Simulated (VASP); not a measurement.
# P (R-3m) in VASP: further runs, part 2 of 2

VASP 6.6.1. Earlier steps stand in the parts before.

**6. Single point, PBEsol (volume scaled by 1.10, then relaxed in part)**

File INCAR:

```
SYSTEM = P
  ALGO = Normal
  EDIFF = 1E-6
  ENCUT = 520
  GGA = PS
  ISIF = 2
  ISMEAR = 0
  LASPH = .True.
  LCHARG = .True.
  LELF = .True.
  LREAL = .False.
  LVHAR = .True.
  LWAVE = .False.
  NBANDS = 12
  NELM = 100
  PREC = Accurate
  SIGMA = 0.1
```

File KPOINTS:

```
k-points
0
Gamma
  15 15 15
  0 0 0
```

File POSCAR:

```
P
1.0
    1.7502262609      1.0104936029      3.1192276037
   -1.7502262609      1.0104936029      3.1192276037
    0.0000000000     -2.0209872058      3.1192276037
P
2
Direct
    0.2282995562      0.2282995562      0.2282995562
    0.7717004438      0.7717004438      0.7717004438
```

Potentials or basis: VASP PAW PBE potentials, release 64 (P).

Command:

```sh
> cat potpaw_PBE.64/P/POTCAR > POTCAR
> mpirun -np 1 vasp_std > vasp.out
```

OUTCAR:

```text
SYSTEM = P
   EDIFF = 1E-6
   ENCUT = 520
   GGA = PS
   ISIF = 2
   ISMEAR = 0
   LASPH = .True.
   LREAL = .False.
   NELM = 100
   PREC = Accurate

 ion  position               nearest neighbor table
   1  0.228  0.228  0.228-   2 2.33   2 2.33   2 2.33   2 2.82   2 2.82   2 2.82
   2  0.772  0.772  0.772-   1 2.33   1 2.33   1 2.33   1 2.82   1 2.82   1 2.82

  LATTYP: Found a trigonal (rhomboedric) cell.
 ALAT       =     3.7167149648
 COS(alpha) =     0.5564936169

  Lattice vectors:

[... 547 lines left out ...]
------------------------ aborting loop because EDIFF is reached ----------------------------------------

  FORCE on cell =-STRESS in cart. coord.  units (eV):
  Direction    XX          YY          ZZ          XY          YZ          ZX
  --------------------------------------------------------------------------------------
  -------------------------------------------------------------------------------------
  Total       -1.0166232     -1.0166232     -0.9782265     -0.0000000      0.0000000     -0.0000000
  in kB      -49.2089968    -49.2089968    -47.3504311     -0.0000000      0.0000000     -0.0000000
  external PRESSURE =     -48.5894749 kB  Pullay stress =       0.0000000 kB

 VOLUME and BASIS-vectors are now :
 -----------------------------------------------------------------------------
  energy-cutoff  :      520.00
  volume of cell :       33.10
      direct lattice vectors                 reciprocal lattice vectors
     1.750226261  1.010493603  3.119227604     0.285677350  0.164935895  0.106864062
    -1.750226261  1.010493603  3.119227604    -0.285677350  0.164935895  0.106864062
     0.000000000 -2.020987206  3.119227604     0.000000000 -0.329871790  0.106864062

 POSITION                                       TOTAL-FORCE (eV/Angst)
 -----------------------------------------------------------------------------------
      0.00000      0.00000      2.13635         0.000000      0.000000     -0.029317
      0.00000      0.00000      7.22133         0.000000     -0.000000      0.029317
 -----------------------------------------------------------------------------------
    total drift:                               -0.000000     -0.000000      0.000000

  FREE ENERGIE OF THE ION-ELECTRON SYSTEM (eV)
  ---------------------------------------------------
  free  energy   TOTEN  =       -11.5410065034 eV

  energy  without entropy=      -11.5394520900  energy(sigma->0) =      -11.54022930
```

OSZICAR:

```text
N       E                     dE             d eps       ncg     rms          rms(c)
DAV:   1     0.207364343217E+02    0.20736E+02   -0.45133E+03  8272   0.718E+02
DAV:   2    -0.103796024660E+02   -0.31116E+02   -0.29583E+02 10980   0.115E+02
DAV:   3    -0.115767295713E+02   -0.11971E+01   -0.11861E+01 10748   0.212E+01
DAV:   4    -0.115844674503E+02   -0.77379E-02   -0.77366E-02  9796   0.208E+00
DAV:   5    -0.115845279817E+02   -0.60531E-04   -0.60529E-04 10800   0.178E-01    0.639E+00
DAV:   6    -0.115564647051E+02    0.28063E-01   -0.55176E-03  9792   0.440E-01    0.378E+00
DAV:   7    -0.115408979711E+02    0.15567E-01   -0.12654E-02  9760   0.699E-01    0.840E-02
DAV:   8    -0.115409939571E+02   -0.95986E-04   -0.77471E-04  9820   0.186E-01    0.398E-02
DAV:   9    -0.115410036645E+02   -0.97075E-05   -0.23125E-05 10612   0.328E-02    0.246E-02
DAV:  10    -0.115410063794E+02   -0.27148E-05   -0.28258E-06  9852   0.110E-02    0.396E-03
DAV:  11    -0.115410065034E+02   -0.12400E-06   -0.22823E-07  5544   0.309E-03
   1 F= -.11541007E+02 E0= -.11540229E+02  d E =-.155441E-02
```

stdout:

```text
POSCAR found type information on POSCAR P
 POSCAR found :  1 types and       2 ions
 scaLAPACK will be used
 -----------------------------------------------------------------------------
|                                                                             |
|                                                                             |
|     You enforced a specific xc type in the INCAR file but a different       |
|     I HOPE YOU KNOW WHAT YOU ARE DOING!                                     |
|                                                                             |
 -----------------------------------------------------------------------------

 LDA part: xc-table for (Slater+PW92), standard interpolation
 POSCAR, INCAR and KPOINTS ok, starting setup
 FFT: planning ... GRIDC
 FFT: planning ... GRID_SOFT
 FFT: planning ... GRID
 WAVECAR not read
 entering main loop
```

Wall time 68 s (1 thread of Intel Xeon Platinum 8559C (Emerald Rapids), shared host); peak memory 0.22 GiB.

What came out:

```yaml
Free_energy: -11.5410 eV
Pressure: -4.9 GPa
Largest_force: 0.029 eV/Å
Band_gap_on_the_k_mesh: zero (band 5 reaches 9.01 eV, above the bottom of band 6 at 8.34 eV)
```

Forces on the atoms (eV/Å):
```
P    0.000  0.000 -0.029
P    0.000  0.000  0.029
```

Stress tensor (GPa, compression positive):
```
-4.92  0.00  0.00
 0.00 -4.92  0.00
 0.00  0.00 -4.74
```

Levels at points of the mesh, in eV from the Fermi level:
| k point | band 3 | band 4 | band 5 | band 6 | band 7 | band 8 |
| --- | --- | --- | --- | --- | --- | --- |
| (0.00, 0.00, 0.00) | -2.93 | -2.80 | -2.80 | 1.44 | 2.71 | 2.71 |

Caveat: the PAW data sets were made with another functional, which shifts forces and pressure a little.

**7. The runs side by side**

```tsv
cell	gap on the mesh (eV)	pressure (GPa)	largest force (eV/Å)
a = 3.491 Å, angles 58.7°, 2 atoms	none	2.0	0.03
a = 3.544 Å, angles 58.1°, 2 atoms	none	0.0	0.03
a = 3.594 Å, angles 57.6°, 2 atoms	none	-1.7	0.04
a = 3.644 Å, angles 57.1°, 2 atoms	none	-3.2	0.02
a = 3.717 Å, angles 56.2°, 2 atoms	none	-4.9	0.03
```

Alike in all rows: task single point; level PBEsol; potentials or basis VASP PAW PBE potentials, release 64 (P); no spin polarisation; k mesh 15 × 15 × 15; cutoff (eV) 520; smearing gaussian 0.1 eV.

Caveats: the PAW data sets were made with another functional, which shifts forces and pressure a little.

Total energies depend on the potentials used, so only differences within one code and one set of settings carry meaning.
